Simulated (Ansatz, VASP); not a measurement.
**MgO: VASP beside Ansatz**

```
Mg O
1.0
     2.93802    0.01469    0.00000
    -1.45629    2.53706    0.00000
     0.00000    0.00000    2.67968
Mg O
1 1
Direct
  0.00000 0.00000 0.00000
  0.33333 0.66667 0.50000
```

Alike in both runs: task single point; functional LDA; k mesh 12 × 12 × 8; occupations gaussian, width 0.02 eV; no spin polarisation.

|  | VASP | Ansatz |
| --- | --- | --- |
| version | VASP 6.6.1 | Ansatz 0.2.0 |
| potentials or method | VASP PAW LDA potentials, release 64 (Mg, O), cutoff 520 eV | plane waves, PAW |
| valence electrons in the cell | 8 | 16 |

|  | VASP | Ansatz | Ansatz less VASP |
| --- | --- | --- | --- |
| pressure (GPa) | -11.0 | -9.3 | +1.64 |
| traceless stress, the component that is largest in VASP (GPa) | -1.16 | -1.14 | +0.016 |

LDA's correlation is that of Perdew and Zunger in VASP and of Perdew and Wang (1992) in Ansatz. VASP's potentials hold 8 valence electrons a cell and Ansatz's 16, so a difference there can come from the potentials and not from the codes.
